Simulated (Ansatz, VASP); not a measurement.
# C in VASP and in Ansatz

```xyz
8
Lattice="-2.2813 2.2813 2.0500 2.2813 -2.2813 2.0500 2.2813 2.2813 -2.0500" Properties=species:S:1:pos:R:3 pbc="T T T"
C    -0.9356    1.9946    1.3049
C     0.9356    2.5679    1.3049
C     1.9946   -0.9356    1.3049
C     0.2867    1.3457    0.7452
C    -0.2867    3.2169    0.7452
C     2.5679    0.9356    1.3049
C     1.3457    0.2867    0.7452
C     3.2169   -0.2867    0.7452
```

Alike in both runs: task single point; functional PBE; k mesh 6 × 6 × 6; occupations gaussian, width 0.1 eV; collinear spin.

|  | VASP | Ansatz |
| --- | --- | --- |
| version | VASP 6.6.1 | Ansatz 0.2.0 |
| potentials or method | VASP PAW PBE potentials, release 64 (C), cutoff 520 eV | scalar-relativistic, plane waves, PAW |
| valence electrons in the cell | 32 | 32 |

```tsv
	VASP	Ansatz	Ansatz less VASP
rms of the force components (eV/Å)	0.612	0.584	-0.0277
net moment per atom (μB)	0.00	0.00	0.000
```

Atom by atom the forces differ by 0.032 eV/Å (rms over components). The functional is the same, so the differences come from potentials, cutoffs and numerics. Ansatz's warnings: seeded moment not kept.
